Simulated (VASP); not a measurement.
# Al3GaN4 (P-42m) in VASP: a series of runs, part 2 of 2

VASP 6.6.1. Earlier steps stand in the parts before.

**4. Single point, r2SCAN (strain -0.040 along x and y, +0.080 along z)**

File POSCAR:

```
Al3GaN4
1.0
    4.2251878009      0.0000000000      0.0000000000
    0.0000000000      4.2251878009      0.0000000000
    0.0000000000      0.0000000000      4.7533362760
Al Ga N
3 1 4
Direct
    0.5000000000      0.5000000000      0.0000000000
    0.5000000000      0.0000000000      0.5000000000
    0.0000000000      0.5000000000      0.5000000000
    0.0000000000      0.0000000000      0.0000000000
    0.7444581602      0.7444581602      0.2555418398
    0.7444581602      0.2555418398      0.7444581602
    0.2555418398      0.7444581602      0.7444581602
    0.2555418398      0.2555418398      0.2555418398
```

File INCAR.step1:

```
PREC     = Accurate       # precision mode
ENCUT    = 520            # plane-wave cutoff, eV
ISMEAR   = 0              # smearing method
SIGMA    = 0.05           # smearing width, eV
LREAL    = False          # projectors in reciprocal space
LASPH    = True           # aspherical terms in the spheres
NELM     = 100            # most SCF steps
NBANDS   = 31             # bands
GGA      = PE             # functional
ALGO     = Normal         # electronic algorithm
EDIFF    = 1E-4           # SCF threshold, eV
LWAVE    = True           # write WAVECAR
LCHARG   = False          # write CHGCAR
```

File INCAR.step2:

```
PREC     = Accurate       # precision mode
ENCUT    = 520            # plane-wave cutoff, eV
EDIFF    = 1E-6           # SCF threshold, eV
ISMEAR   = 0              # smearing method
SIGMA    = 0.05           # smearing width, eV
LREAL    = False          # projectors in reciprocal space
LASPH    = True           # aspherical terms in the spheres
NELM     = 100            # most SCF steps
ALGO     = Normal         # electronic algorithm
ISIF     = 2              # what is computed and relaxed
LWAVE    = False          # write WAVECAR
LCHARG   = False          # write CHGCAR
METAGGA  = R2SCAN         # meta-GGA
LMIXTAU  = True         
NBANDS   = 31             # bands
ISTART   = 1
```

File KPOINTS:

```
Automatic mesh
0
Gamma
  6 6 6
```

On the command line:

```console
cat potpaw_PBE.64/Al/POTCAR potpaw_PBE.64/Ga_d/POTCAR potpaw_PBE.64/N/POTCAR > POTCAR
cp INCAR.step1 INCAR
mpirun -np 1 vasp_std > vasp.out
cp INCAR.step2 INCAR
mpirun -np 1 vasp_std > vasp.out
```

Wall time 6.7 min (1 thread of Intel Xeon 8259CL, shared host); peak memory 0.25 GiB.

Results (log left out):

```yaml
Free_energy: -78.9980 eV
Pressure: 0.0 GPa
Largest_force: 0.124 eV/Å
Band_gap_on_the_k_mesh: 3.58 eV (least direct gap 3.63 eV)
```

Forces in eV/Å, atoms in the order of the input:
```
Al   0.000  0.000  0.000
Al   0.000  0.000  0.000
Al   0.000  0.000  0.000
Ga   0.000  0.000  0.000
N   -0.082 -0.082 -0.045
N   -0.082  0.082  0.045
N    0.082 -0.082  0.045
N    0.082  0.082 -0.045
```

Stress tensor (GPa, compression positive):
```
  7.71   0.00   0.00
  0.00   7.71   0.00
  0.00   0.00 -15.54
```

Levels at points of the mesh, in eV from the valence-band top:
| k point | band 17 | band 18 | band 19 | band 20 | band 21 | band 22 | band 23 | band 24 | band 25 | band 26 |
| --- | --- | --- | --- | --- | --- | --- | --- | --- | --- | --- |
| (0.00, 0.00, 0.00) | -1.64 | -1.64 | -0.69 | -0.05 | -0.05 | 3.58 | 3.58 | 3.78 | 4.26 | 7.19 |
| (0.50, 0.00, 0.00) | -2.74 | -1.86 | -1.65 | -1.49 | -1.30 | 6.06 | 6.16 | 6.88 | 6.98 | 8.76 |
| (0.50, 0.50, 0.00) | -3.32 | -0.57 | -0.34 | -0.22 | -0.22 | 7.88 | 8.16 | 8.16 | 8.72 | 8.94 |
| (0.00, 0.00, 0.50) | -3.19 | -1.06 | -1.06 | -0.75 | -0.75 | 5.86 | 5.86 | 5.88 | 5.97 | 8.88 |
| (0.50, 0.00, 0.50) | -2.61 | -1.46 | -1.25 | -1.15 | -1.02 | 7.30 | 7.93 | 7.95 | 8.03 | 8.29 |
| (0.50, 0.50, 0.50) | -1.28 | -0.51 | -0.38 | -0.16 | -0.16 | 5.51 | 6.90 | 6.90 | 6.91 | 10.16 |

Caveat: the cell differs from its parent crystal (strain -0.040 along x and y, +0.080 along z); the stress differs along the axes, from -16 to 8 GPa; the PAW data sets were made with another functional, which shifts forces and pressure a little.

**5. Single point, r2SCAN (strain +0.040 along x and y, -0.080 along z)**

POSCAR, as its differences from that of step 4:

```diff
@@ -2,5 +2,5 @@
 1.0
-    4.2251878009      0.0000000000      0.0000000000
-    0.0000000000      4.2251878009      0.0000000000
-    0.0000000000      0.0000000000      4.7533362760
+    4.5772867843      0.0000000000      0.0000000000
+    0.0000000000      4.5772867843      0.0000000000
+    0.0000000000      0.0000000000      4.0491383092
 Al Ga N
```

File INCAR.step1:

```
PREC = Accurate
ENCUT = 520
ISMEAR = 0
SIGMA = 0.05
LREAL = False
LASPH = True
NELM = 60
NBANDS = 31
GGA = PE
ALGO = Normal
EDIFF = 1E-4
LWAVE = True
LCHARG = False
```

File INCAR.step2:

```
PREC = Accurate
ENCUT = 520
EDIFF = 1E-7
ISMEAR = 0
SIGMA = 0.05
LREAL = False
LASPH = True
NELM = 60
ALGO = Normal
ISIF = 2
LWAVE = False
LCHARG = False
METAGGA = R2SCAN
LMIXTAU = True
NBANDS = 31
ISTART = 1
```

KPOINTS is that of step 4.

Potentials or basis: VASP PAW PBE potentials, release 64 (Al, Ga_d, N).

On the command line:

```console
cat potpaw_PBE.64/Al/POTCAR potpaw_PBE.64/Ga_d/POTCAR potpaw_PBE.64/N/POTCAR > POTCAR
cp INCAR.step1 INCAR
mpirun -np 1 vasp_std > vasp.out
cp INCAR.step2 INCAR
mpirun -np 1 vasp_std > vasp.out
```

OUTCAR:

```text
PREC = Accurate
   ENCUT = 520
   EDIFF = 1E-7
   ISMEAR = 0
   LREAL = False
   LASPH = True
   NELM = 60
   ISIF = 2
   METAGGA = R2SCAN
   ISTART = 1

 ion  position               nearest neighbor table
   1  0.500  0.500  0.000-   5 1.89   6 1.89   7 1.89   8 1.89   2 3.06   3 3.06   2 3.06   3 3.06
                             2 3.06   2 3.06   3 3.06   3 3.06
   2  0.500  0.000  0.500-   5 1.90   6 1.90   7 1.90   8 1.90   1 3.06   4 3.06   1 3.06   4 3.06
                             1 3.06   1 3.06   4 3.06   4 3.06   3 3.24   3 3.24   3 3.24   3 3.24
   3  0.000  0.500  0.500-   5 1.90   6 1.90   7 1.90   8 1.90   1 3.06   4 3.06   1 3.06   4 3.06
                             4 3.06   4 3.06   1 3.06   1 3.06   2 3.24   2 3.24   2 3.24   2 3.24
   4  0.000  0.000  0.000-   5 1.95   6 1.95   7 1.95   8 1.95   2 3.06   3 3.06   2 3.06   3 3.06
                             3 3.06   3 3.06   2 3.06   2 3.06
   5  0.744  0.744  0.256-   1 1.89   2 1.90   3 1.90   4 1.95
   6  0.744  0.256  0.744-   1 1.89   2 1.90   3 1.90   4 1.95
   7  0.256  0.744  0.744-   1 1.89   2 1.90   3 1.90   4 1.95
   8  0.256  0.256  0.256-   1 1.89   2 1.90   3 1.90   4 1.95

  LATTYP: Found a simple tetragonal cell.
 ALAT       =     4.5772867843
[... 205 lines left out ...]
      2      -8.5435      2.00000
      3      -8.5435      2.00000
      4      -8.4231      2.00000
      5      -7.4581      2.00000
      6      -7.4087      2.00000
[... 805 lines left out ...]
     30      16.0701      0.00000
     31      17.1106      0.00000

 [... further k-points ...]

------------------------ aborting loop because EDIFF is reached ----------------------------------------

  FORCE on cell =-STRESS in cart. coord.  units (eV):
  Direction    XX          YY          ZZ          XY          YZ          ZX
  --------------------------------------------------------------------------------------
  -------------------------------------------------------------------------------------
  Total       -2.3057832     -2.3057832      4.2063832      0.0000000      0.0000000      0.0000000
  in kB      -43.5461924    -43.5461924     79.4402414      0.0000000      0.0000000      0.0000000
  external PRESSURE =      -2.5507144 kB  Pullay stress =       0.0000000 kB

 VOLUME and BASIS-vectors are now :
 -----------------------------------------------------------------------------
  energy-cutoff  :      520.00
  volume of cell :       84.84
      direct lattice vectors                 reciprocal lattice vectors
     4.577286784  0.000000000  0.000000000     0.218470034  0.000000000  0.000000000
     0.000000000  4.577286784  0.000000000     0.000000000  0.218470034  0.000000000
     0.000000000  0.000000000  4.049138309     0.000000000  0.000000000  0.246966126

 POSITION                                       TOTAL-FORCE (eV/Angst)
 -----------------------------------------------------------------------------------
      2.28864      2.28864      0.00000         0.000000     -0.000000      0.000000
      2.28864      0.00000      2.02457         0.000000     -0.000000     -0.000000
      0.00000      2.28864      2.02457         0.000000      0.000000      0.000000
      0.00000      0.00000      0.00000         0.000000     -0.000000      0.000000
      3.40760      3.40760      1.03472         0.018287      0.018287      0.144372
      3.40760      1.16969      3.01441         0.018287     -0.018287     -0.144372
      1.16969      3.40760      3.01441        -0.018287      0.018287     -0.144372
      1.16969      1.16969      1.03472        -0.018287     -0.018287      0.144372
 -----------------------------------------------------------------------------------
    total drift:                                0.000000      0.000000     -0.000000

  FREE ENERGIE OF THE ION-ELECTRON SYSTEM (eV)
  ---------------------------------------------------
  free  energy   TOTEN  =       -79.1339979453 eV

  energy  without entropy=      -79.1339979453  energy(sigma->0) =      -79.13399795
```

OUTCAR.step1:

```text
PREC = Accurate
   ENCUT = 520
   ISMEAR = 0
   LREAL = False
   LASPH = True
[... 1065 lines left out ...]
      3.40760      3.40760      1.03472         0.003949      0.003949      0.159449
      3.40760      1.16969      3.01441         0.003949     -0.003949     -0.159449
      1.16969      3.40760      3.01441        -0.003949      0.003949     -0.159449
      1.16969      1.16969      1.03472        -0.003949     -0.003949      0.159449
 -----------------------------------------------------------------------------------
    total drift:                                0.000000      0.000000     -0.000000

  FREE ENERGIE OF THE ION-ELECTRON SYSTEM (eV)
  ---------------------------------------------------
  free  energy   TOTEN  =       -56.3718039961 eV

  energy  without entropy=      -56.3718039961  energy(sigma->0) =      -56.37180400
```

OSZICAR.step1:

```text
N       E                     dE             d eps       ncg     rms          rms(c)
DAV:   1     0.321617220610E+03    0.32162E+03   -0.19436E+04  2751   0.169E+03
DAV:   2    -0.207727471892E+02   -0.34239E+03   -0.31784E+03  2878   0.454E+02
DAV:   3    -0.640054249520E+02   -0.43233E+02   -0.42598E+02  2862   0.127E+02
DAV:   4    -0.656359595402E+02   -0.16305E+01   -0.16253E+01  3302   0.277E+01
DAV:   5    -0.656741528923E+02   -0.38193E-01   -0.38177E-01  2933   0.396E+00    0.169E+01
DAV:   6    -0.562334555916E+02    0.94407E+01   -0.29184E+01  3893   0.530E+01    0.553E+00
DAV:   7    -0.564087411077E+02   -0.17529E+00   -0.29189E+00  2929   0.108E+01    0.404E+00
DAV:   8    -0.563984804560E+02    0.10261E-01   -0.37528E-01  3342   0.555E+00    0.965E-01
DAV:   9    -0.563718061193E+02    0.26674E-01   -0.86979E-02  3846   0.381E+00    0.493E-01
DAV:  10    -0.563714318456E+02    0.37427E-03   -0.14524E-02  3018   0.670E-01    0.173E-01
DAV:  11    -0.563718023052E+02   -0.37046E-03   -0.86519E-04  3350   0.212E-01    0.214E-02
DAV:  12    -0.563718039961E+02   -0.16908E-05   -0.76058E-05  1933   0.602E-02
   1 F= -.56371804E+02 E0= -.56371804E+02  d E =-.294281E-11
```

Wall time 7.9 min (1 thread of Intel Xeon 8259CL, shared host); peak memory 0.26 GiB.

What came out:

- Free energy: -79.1340 eV
- Pressure: -0.3 GPa
- Largest force: 0.147 eV/Å
- Band gap on the k mesh: 3.43 eV

Forces on the atoms (eV/Å):
```
Al   0.000  0.000  0.000
Al   0.000  0.000  0.000
Al   0.000  0.000  0.000
Ga   0.000  0.000  0.000
N    0.018  0.018  0.144
N    0.018 -0.018 -0.144
N   -0.018  0.018 -0.144
N   -0.018 -0.018  0.144
```

Caveat: the cell differs from its parent crystal (strain +0.040 along x and y, -0.080 along z); the stress differs along the axes, from -4 to 8 GPa; the PAW data sets were made with another functional, which shifts forces and pressure a little.

**6. Overview**

```tsv
cell	gap on the mesh (eV)	pressure (GPa)	largest force (eV/Å)
a = 4.401, b = 4.401, c = 4.049 Å, 8 atoms	3.61	19.7	0.15
a = 4.225, b = 4.225, c = 4.577 Å, 8 atoms	3.74	9.1	0.12
a = 4.225, b = 4.225, c = 4.753 Å, 8 atoms	3.58	0.0	0.12
a = 4.577, b = 4.577, c = 4.049 Å, 8 atoms	3.43	-0.3	0.15
```

Alike in all rows: task single point; level r2SCAN; potentials or basis VASP PAW PBE potentials, release 64 (Al, Ga_d, N); no spin polarisation; k mesh 6 × 6 × 6; cutoff (eV) 520; smearing gaussian 0.05 eV.

Caveats: the PAW data sets were made with another functional, which shifts forces and pressure a little; the stress differs along the axes, from 17 to 25 GPa (at least some runs); the stress differs along the axes, from -0 to 14 GPa (at least some runs); the stress differs along the axes, from -16 to 8 GPa (at least some runs); the stress differs along the axes, from -4 to 8 GPa (at least some runs).

Absolute energies hang on the potentials; compare differences alone.
